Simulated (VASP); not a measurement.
The system is Ba2Ho3Te.

```
Ba Ho Te
1.0
     0.00000    5.16697    6.48178
     3.29119    0.00000    6.48178
     3.29119    5.16697    0.00000
Ba Ho Te
2 3 1
Direct
  0.25000 0.25000 0.25000
  0.75000 0.75000 0.75000
  0.18707 0.18707 0.81293
  0.81293 0.81293 0.18707
  0.50000 0.50000 0.50000
  0.00000 0.00000 0.00000
```

The cell was generated, and may not be a known phase.

* Program: VASP 6.6.1
* Task: relaxation of cell and atoms
* Functional: PBE
* Potentials or basis: VASP PAW PBE potentials, release 64 (Ba_sv, Ho_3, Te), 4f in core
* Cutoff: 500 eV
* k mesh: 3 × 3 × 3
* Occupations: gaussian, width 0.2 eV
* Spin: no spin polarisation

At the start: pressure 11.2 GPa; volume 36.74 Å³/atom.

How do energy, volume and symmetry change on relaxing?

Over 13 steps the energy falls by 755.6 meV/atom and the volume is 47.93 Å³/atom (+30.4 %); space group Fmmm (No. 69, to 0.1 Å) before and after.

The path:
| step | energy change (eV) | largest force (eV/Å) | pressure (GPa) | volume (Å³) |
| --- | --- | --- | --- | --- |
| 1 | 0.0000 | 7.0071 | 11.21 | 220.45 |
| 2 | -2.0003 | 0.6619 | -0.90 | 310.82 |
| 3 | -2.6300 | 0.2128 | 1.08 | 266.24 |
| 4 | -3.5764 | 0.3956 | -0.12 | 287.83 |
| 5 | -4.1163 | 0.5368 | -1.39 | 321.06 |
| 6 | -4.3163 | 1.1400 | -0.10 | 299.27 |
| 7 | -4.3190 | 1.2456 | 0.13 | 296.31 |
| 8 | -4.4712 | 0.6067 | 0.34 | 285.53 |
| 9 | -4.5014 | 0.1021 | 0.63 | 277.00 |
| 10 | -4.5024 | 0.1766 | 0.58 | 278.23 |
| 11 | -4.5276 | 0.0294 | -0.07 | 286.73 |
| 12 | -4.5276 | 0.0367 | -0.09 | 287.07 |
| 13 | -4.5334 | 0.0679 | -0.03 | 287.57 |

Final structure:
```
CELL_PARAMETERS angstrom
0.00000 6.59632 6.24070
3.49279 0.00000 6.24070
3.49279 6.59632 0.00000
ATOMIC_POSITIONS crystal
Ba 0.25000 0.25000 0.25000
Ba 0.75000 0.75000 0.75000
Ho 0.22877 0.22877 0.77123
Ho 0.77123 0.77123 0.22877
Ho 0.50000 0.50000 0.50000
Te 0.00000 0.00000 0.00000
```

Caveat: the k points lie up to 0.38 Å⁻¹ apart in the final cell, too coarse for converged energies and pressures of a metal; the volume moved by over 15 % at a fixed basis, so the end points are rough; the relaxation stopped at a loose force limit of 0.08 eV/Å, so its end isn't a converged minimum.
